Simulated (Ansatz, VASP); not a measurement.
## One calculation of CdSe, two programs

The input INCAR:

```
SYSTEM = CdSe
ALGO     = Normal         ! electronic algorithm
EDIFF    = 1E-7           ! SCF threshold, eV
ENCUT    = 520            ! plane-wave cutoff, eV
GGA      = PE             ! functional
ISIF     = 2              ! what is computed and relaxed
ISMEAR   = 0              ! smearing method
LASPH    = .TRUE.         ! aspherical terms in the spheres
LCHARG   = .TRUE.         ! write CHGCAR
LELF     = .TRUE.         ! ELF
LREAL    = .FALSE.        ! projectors in reciprocal space
LVHAR    = .TRUE.       
LWAVE    = .FALSE.        ! write WAVECAR
NBANDS   = 26             ! bands
NELM     = 100            ! most SCF steps
PREC     = Accurate       ! precision mode
SIGMA    = 0.05           ! smearing width, eV
```

Contents of KPOINTS:

```
k-points
0
G
  6 6 4
  0 0 0
```

File POSCAR:

```
CdSe
1.0
    4.5134249099      0.0000000000      0.0000000000
   -2.2567124550      3.9087406301      0.0000000000
    0.0000000000      0.0000000000      7.3659600000
Cd Se
2 2
Direct
    0.6666666667      0.3333333333      0.0000000000
    0.3333333333      0.6666666667      0.5000000000
    0.6666666667      0.3333333333      0.3750000000
    0.3333333333      0.6666666667      0.8750000000
```

Input for Ansatz:

```yaml
crystal:
  lattice:
    - [4.5134249099, 0.0, 0.0]
    - [-2.256712455, 3.9087406301, 0.0]
    - [0.0, 0.0, 7.36596]
  atoms:
    - { symbol: Cd, position: [0.6666666667, 0.3333333333, 0.0] }
    - { symbol: Cd, position: [0.3333333333, 0.6666666667, 0.5] }
    - { symbol: Se, position: [0.6666666667, 0.3333333333, 0.375] }
    - { symbol: Se, position: [0.3333333333, 0.6666666667, 0.875] }
basis:
  ecutwfc: 420
kpoints:
  mp_grid: { grid: [6, 6, 4] }
hamiltonian:
  xc: pbe
scf:
  occupations: { method: gaussian, width: 0.05 }
output:
  forces: true
  stress: true
  eigenvalues: true
```

Change from the starting cell: strain +0.050 along x and y, +0.050 along z, atoms carried along.

Alike in both runs: task single point; functional PBE; k mesh 6 × 6 × 4; occupations gaussian, width 0.05 eV; no spin polarisation.

|  | VASP | Ansatz |
| --- | --- | --- |
| version | VASP 6.6.1 | Ansatz 0.2.0 |
| potentials or method | VASP PAW PBE potentials, release 64 (Cd, Se), cutoff 520 eV | scalar-relativistic, plane waves, PAW |
| valence electrons in the cell | 36 | 72 |

Ansatz gave:

```
gap on the k mesh at the Fermi level (eV) : 0.35
least direct gap on the mesh (eV)         : 0.35
pressure (GPa)                            : -3.2
rms of the force components (eV/Å)        : 0.012
```

**Question.** Estimate VASP's values.

**Answer.** gap on the k mesh at the Fermi level (eV): 0.34; least direct gap on the mesh (eV): 0.34; pressure (GPa): -3.0; rms of the force components (eV/Å): 0.013.

Atom by atom the forces differ by 0.000 eV/Å (rms over components). VASP's potentials hold 36 valence electrons a cell and Ansatz's 72, so a difference there can come from the potentials and not from the codes.
